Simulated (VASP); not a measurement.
# CdHg5Te6 (P-3m1) in VASP: single point with PBE

Aim: the single point of CdHg5Te6 with PBE.

Program: VASP 6.6.1. These are calculated values, not measurements. Logs are shortened: lines on timing, memory, paths and dates and some standing lists are left out, and cuts for length are marked.

## 1. The cell of the first run

It takes space group P-3m1 (No. 164, trigonal). Conventional cell: a = 4.421 Å, b = 4.421 Å, c = 21.658 Å, α = 90.00°, β = 90.00°, γ = 120.00°. Cd (site symmetry -3m) has 6 Te at 3.13 Å within 4.1 Å. Within 4.1 Å of Hg (site symmetry 3m) lie 6 Te at 3.13 Å. Within 4.1 Å of Hg (site symmetry -3m) lie 6 Te at 3.13 Å. Hg (site symmetry 3m) has 6 Te at 3.13 Å within 4.1 Å. Te (site symmetry 3m) has 6 Hg at 3.13 Å within 4.1 Å. Te (site symmetry 3m) has 6 Hg at 3.13 Å within 4.1 Å. Te (site symmetry 3m) has 3 Cd at 3.13 Å and 3 Hg at 3.13 Å within 4.1 Å.

## 2. Single point, PBE

INCAR reads:

```
SYSTEM = CdHg5Te6
PREC     = Accurate       ! precision mode
ENCUT    = 520            ! plane-wave cutoff, eV
EDIFF    = 1E-6           ! SCF threshold, eV
ISMEAR   = 0              ! smearing method
SIGMA    = 0.1            ! smearing width, eV
LREAL    = .False.        ! projectors in reciprocal space
LASPH    = .True.         ! aspherical terms in the spheres
NELM     = 60             ! most SCF steps
ALGO     = Normal         ! electronic algorithm
ISIF     = 2              ! what is computed and relaxed
LWAVE    = .False.        ! write WAVECAR
LCHARG   = .False.        ! write CHGCAR
GGA      = PE             ! functional
NBANDS   = 66             ! bands
```

KPOINTS reads:

```
Automatic mesh
0
Gamma
  6 6 1
  0 0 0
```

POSCAR reads:

```
CdHg5Te6
1.0
    4.4209114000      0.0000000000      0.0000000000
   -2.2104557000      3.8286215800      0.0000000000
    0.0000000000      0.0000000000     21.6579542600
Cd Hg Te
1 5 6
Direct
    0.0000000000      0.0000000000      0.0000000000
    0.6666666700      0.3333333300      0.6666666700
    0.0000000000      0.0000000000      0.5000000000
    0.3333333300      0.6666666700      0.3333333300
    0.6666666700      0.3333333300      0.1666666700
    0.3333333300      0.6666666700      0.8333333300
    0.3333333300      0.6666666700      0.5833333300
    0.6666666700      0.3333333300      0.4166666700
    0.0000000000      0.0000000000      0.2500000000
    0.3333333300      0.6666666700      0.0833333300
    0.6666666700      0.3333333300      0.9166666700
    0.0000000000      0.0000000000      0.7500000000
```

Potentials or basis: VASP PAW PBE potentials, release 64 (Cd, Hg, Te).

The run is started by

```bash
$ cat potpaw_PBE.64/Cd/POTCAR potpaw_PBE.64/Hg/POTCAR potpaw_PBE.64/Te/POTCAR > POTCAR
$ mpirun -np 1 vasp_std > vasp.out
```

OUTCAR:

```text
SYSTEM = CdHg5Te6
   PREC = Accurate
   ENCUT = 520
   EDIFF = 1E-6
   ISMEAR = 0
   LREAL = .False.
   LASPH = .True.
   NELM = 60
   ISIF = 2
   GGA = PE

 ion  position               nearest neighbor table
   1  0.000  0.000  0.000-  10 3.13  11 3.13  10 3.13  11 3.13  11 3.13  10 3.13
   2  0.667  0.333  0.667-  12 3.13  12 3.13  12 3.13   7 3.13   7 3.13   7 3.13
   3  0.000  0.000  0.500-   7 3.13   8 3.13   7 3.13   8 3.13   8 3.13   7 3.13
   4  0.333  0.667  0.333-   9 3.13   9 3.13   9 3.13   8 3.13   8 3.13   8 3.13
   5  0.667  0.333  0.167-   9 3.13   9 3.13   9 3.13  10 3.13  10 3.13  10 3.13
   6  0.333  0.667  0.833-  12 3.13  12 3.13  12 3.13  11 3.13  11 3.13  11 3.13
   7  0.333  0.667  0.583-   3 3.13   3 3.13   3 3.13   2 3.13   2 3.13   2 3.13
   8  0.667  0.333  0.417-   3 3.13   3 3.13   3 3.13   4 3.13   4 3.13   4 3.13
   9  0.000  0.000  0.250-   4 3.13   5 3.13   4 3.13   5 3.13   5 3.13   4 3.13
  10  0.333  0.667  0.083-   1 3.13   1 3.13   1 3.13   5 3.13   5 3.13   5 3.13
  11  0.667  0.333  0.917-   1 3.13   1 3.13   1 3.13   6 3.13   6 3.13   6 3.13
  12  0.000  0.000  0.750-   2 3.13   6 3.13   6 3.13   2 3.13   2 3.13   6 3.13

  LATTYP: Found a hexagonal cell.
 ALAT       =     4.4209114000
 C/A-ratio  =     4.8989794864

  Lattice vectors:

 A1 = (   4.4209114000,   0.0000000000,   0.0000000000)
 A2 = (  -2.2104557000,   3.8286215800,   0.0000000000)
 A3 = (   0.0000000000,   0.0000000000,  21.6579542600)

Analysis of symmetry for initial positions (statically):
=====================================================================
 Subroutine PRICEL returns:
 Original cell was already a primitive cell.

 Routine SETGRP: Setting up the symmetry group for a
 hexagonal supercell.

 Subroutine GETGRP returns: Found 12 space group operations
 (whereof 12 operations were pure point group operations)
 out of a pool of 24 trial point group operations.

The static configuration has the point symmetry D_3d.

Analysis of symmetry for dynamics (positions and initial velocities):
=====================================================================
 Subroutine PRICEL returns:
 Original cell was already a primitive cell.

 Routine SETGRP: Setting up the symmetry group for a
 hexagonal supercell.

 Subroutine GETGRP returns: Found 12 space group operations
 (whereof 12 operations were pure point group operations)
 out of a pool of 24 trial point group operations.

The dynamic configuration has the point symmetry D_3d.

 Subroutine INISYM returns: Found 12 space group operations
 (whereof 12 operations are pure point group operations),
 and found     1 'primitive' translations

[... 110 lines left out ...]
   EFERMI =   0.00;   METHOD = LEGACY
   ISMEAR =     0;   SIGMA  =   0.10  broadening in eV -4-tet -1-fermi 0-gaus
   EFERMI_NEDOS =   21; number of points for ismear=-14 and -15
   IALGO  =     38    algorithm
   IMIX   =      4    mixing-type and parameters
     AMIX     =   0.40;   BMIX     =  1.00
     AMIX_MAG =   1.60;   BMIX_MAG =  1.00
  volume/ion in A,a.u.               =      30.55       206.15
  Fermi-wavevector in a.u.,A,eV,Ry     =   1.089328  2.058532 16.145170  1.186637
  Thomas-Fermi vector in A             =   2.225529
   LORBIT       =      0    0 simple, 1 ext, 2 COOP (PROOUT), +10 PAW based schemes
   GGA     = PE    functional components
   LHFCALC =     F    Hartree Fock is set to
   AEXX    =    0.0000 exact exchange contribution
   IVDW    =     0    specifies the selected vdW correction
   LEPSILON=     F    determine dielectric tensor
   LRPA    =     F    only Hartree local field effects (RPA)
 non-spin polarized calculation
 Gauss-broadening in eV      SIGMA  =   0.10
  energy-cutoff  :      520.00
  volume of cell :      366.58
 maximum number of plane-waves:      9912
 NGX is ok and might be reduce to    36
   NGX = 17   NGY = 17   NGZ = 81

 number of electron     108.0000012 magnetization

 Free energy of the ion-electron system (eV)
  ---------------------------------------------------
  ext. energy  EPLUGINS =         0.00000000
  ---------------------------------------------------
  free energy    TOTEN  =       -21.09642922 eV

  energy without entropy =      -21.06616279  energy(sigma->0) =      -21.08129600

 E-fermi :   3.5014     XC(G=0):  -9.5004

 val. band max:        3.4130975157   @ k =   0.0000   0.0000   0.0000
 cond. band min:       3.5014906815   @ k =   0.1667   0.0000   0.0000
 fundamental gap:      0.0883931658
 Fermi energy:         3.5013897633

 k-point     1 :       0.0000    0.0000    0.0000
  band No.  band energies     occupation
      1      -7.9888      2.00000
      2      -7.8050      2.00000
      3      -7.7272      2.00000
      4      -7.2871      2.00000
      5      -7.2861      2.00000
      6      -6.9732      2.00000
[... 472 lines left out ...]
     65       8.7849      0.00000
     66       8.8971      0.00000

------------------------ aborting loop because EDIFF is reached ----------------------------------------

  FORCE on cell =-STRESS in cart. coord.  units (eV):
  Direction    XX          YY          ZZ          XY          YZ          ZX
  --------------------------------------------------------------------------------------
  -------------------------------------------------------------------------------------
  Total       -5.1122643     -5.1122643     -4.7486148      0.0000000      0.0000000     -0.0000000
  in kB      -22.3435508    -22.3435508    -20.7541923      0.0000000      0.0000000     -0.0000000
  external PRESSURE =     -21.8137646 kB  Pullay stress =       0.0000000 kB

 VOLUME and BASIS-vectors are now :
 -----------------------------------------------------------------------------
  energy-cutoff  :      520.00
  volume of cell :      366.58
      direct lattice vectors                 reciprocal lattice vectors
     4.420911400  0.000000000  0.000000000     0.226197702  0.130595304  0.000000000
    -2.210455700  3.828621580  0.000000000     0.000000000  0.261190608  0.000000000
     0.000000000  0.000000000 21.657954260     0.000000000  0.000000000  0.046172413

 POSITION                                       TOTAL-FORCE (eV/Angst)
 -----------------------------------------------------------------------------------
      0.00000      0.00000      0.00000        -0.000000      0.000000      0.000000
      2.21046      1.27621     14.43864         0.000000     -0.000000      0.010764
      0.00000      0.00000     10.82898        -0.000000      0.000000      0.000000
     -0.00000      2.55241      7.21932        -0.000000      0.000000     -0.010764
      2.21046      1.27621      3.60966         0.000000      0.000000      0.071269
     -0.00000      2.55241     18.04830        -0.000000      0.000000     -0.071269
     -0.00000      2.55241     12.63381        -0.000000      0.000000      0.002583
      2.21046      1.27621      9.02415        -0.000000      0.000000     -0.002583
      0.00000      0.00000      5.41449        -0.000000      0.000000      0.027789
     -0.00000      2.55241      1.80483         0.000000      0.000000     -0.177929
      2.21046      1.27621     19.85312        -0.000000      0.000000      0.177929
      0.00000      0.00000     16.24347        -0.000000      0.000000     -0.027789
 -----------------------------------------------------------------------------------
    total drift:                                0.000000     -0.000000      0.000000

  FREE ENERGIE OF THE ION-ELECTRON SYSTEM (eV)
  ---------------------------------------------------
  free  energy   TOTEN  =       -21.0964292186 eV

  energy  without entropy=      -21.0661627863  energy(sigma->0) =      -21.08129600
```

OSZICAR:

```text
N       E                     dE             d eps       ncg     rms          rms(c)
DAV:   1     0.741620947491E+03    0.74162E+03   -0.48001E+04   924   0.145E+03
DAV:   2     0.264009491745E+02   -0.71522E+03   -0.68917E+03  1010   0.332E+02
DAV:   3    -0.213820174300E+02   -0.47783E+02   -0.46826E+02  1050   0.825E+01
DAV:   4    -0.222412215222E+02   -0.85920E+00   -0.85631E+00  1064   0.954E+00
DAV:   5    -0.222562990927E+02   -0.15078E-01   -0.15071E-01  1064   0.131E+00    0.140E+01
DAV:   6    -0.212266072710E+02    0.10297E+01   -0.44550E+00  1068   0.117E+01    0.114E+01
DAV:   7    -0.226098737401E+02   -0.13833E+01   -0.13067E+01  1184   0.137E+01    0.785E+00
DAV:   8    -0.213664880320E+02    0.12434E+01   -0.10052E+01  1148   0.953E+00    0.259E+00
DAV:   9    -0.210944110962E+02    0.27208E+00   -0.15694E+00  1072   0.445E+00    0.159E+00
DAV:  10    -0.210972458657E+02   -0.28348E-02   -0.20179E-01  1032   0.168E+00    0.625E-01
DAV:  11    -0.210960255702E+02    0.12203E-02   -0.19120E-02  1028   0.517E-01    0.421E-01
DAV:  12    -0.210965320510E+02   -0.50648E-03   -0.33425E-03  1036   0.236E-01    0.192E-01
DAV:  13    -0.210965712165E+02   -0.39165E-04   -0.31108E-03  1140   0.173E-01    0.106E-01
DAV:  14    -0.210964202159E+02    0.15100E-03   -0.14174E-03  1086   0.144E-01    0.611E-02
DAV:  15    -0.210964305992E+02   -0.10383E-04   -0.17395E-04  1032   0.583E-02    0.148E-02
DAV:  16    -0.210964293557E+02    0.12435E-05   -0.25277E-05  1038   0.200E-02    0.103E-02
DAV:  17    -0.210964292186E+02    0.13717E-06   -0.38430E-06   872   0.880E-03
   1 F= -.21096429E+02 E0= -.21081296E+02  d E =-.302664E-01
```

stdout:

```text
POSCAR found type information on POSCAR CdHgTe
 POSCAR found :  3 types and      12 ions
 scaLAPACK will be used
 LDA part: xc-table for (Slater+PW92), standard interpolation
 POSCAR, INCAR and KPOINTS ok, starting setup
 FFT: planning ... GRIDC
 FFT: planning ... GRID_SOFT
 FFT: planning ... GRID
 WAVECAR not read
 entering main loop
```

Wall time 5.1 min (1 thread of Intel Xeon Platinum 8488C (Sapphire Rapids), shared host); peak memory 0.57 GiB.

Results:

```yaml
Free_energy: -21.0964 eV
Pressure: -2.2 GPa
Largest_force: 0.178 eV/Å
Band_gap_on_the_k_mesh: zero (band 54 reaches 3.69 eV, above the bottom of band 55 at 3.23 eV)
```

Forces on the atoms (eV/Å):
```
Cd   0.000  0.000  0.000
Hg   0.000  0.000  0.011
Hg   0.000  0.000  0.000
Hg   0.000  0.000 -0.011
Hg   0.000  0.000  0.071
Hg   0.000  0.000 -0.071
Te   0.000  0.000  0.003
Te   0.000  0.000 -0.003
Te   0.000  0.000  0.028
Te   0.000  0.000 -0.178
Te   0.000  0.000  0.178
Te   0.000  0.000 -0.028
```

Stress tensor (GPa, compression positive):
```
-2.23  0.00  0.00
 0.00 -2.23  0.00
 0.00  0.00 -2.08
```

Caveat: spin-orbit coupling is left out, which moves the levels of the heavy elements.
